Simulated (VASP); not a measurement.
Here is a VASP 6.6.1 calculation.

Contents of INCAR:

```
SYSTEM = Co
  PREC = Accurate
  ENCUT = 520
  EDIFF = 1E-6
  ISMEAR = -1
  SIGMA = 0.05
  LREAL = .FALSE.
  LASPH = .TRUE.
  NELM = 150
  ALGO = Normal
  ISIF = 2
  LWAVE = .FALSE.
  LCHARG = .FALSE.
  ISPIN = 2
  MAGMOM = 1.69 1.69
  LORBIT = 11
  LMAXMIX = 4
  GGA = PE
  NBANDS = 20
```

File KPOINTS:

```
regular mesh
0
G
  15 15 8
  0 0 0
```

File POSCAR:

```
Co
1.0
    2.4935221926      0.0000000000      0.0000000000
   -1.2467610963      2.1594535637      0.0000000000
    0.0000000000      0.0000000000      4.0277844638
Co
2
Direct
    0.3333333333      0.6666666667      0.2500000000
    0.6666666667      0.3333333333      0.7500000000
```

Potentials or basis: VASP PAW PBE potentials, release 64 (Co).

Command:

```console
$ cat potpaw_PBE.64/Co/POTCAR > POTCAR
$ mpirun -np 1 vasp_std > vasp.out
```

(1) What does it give for the pressure?

(2) Estimate the net moment.

(3) What does it give for the site moments?

Results:

(1) -0.2 GPa.

(2) 3.24 μB per cell.

(3) Co +1.64 μB.
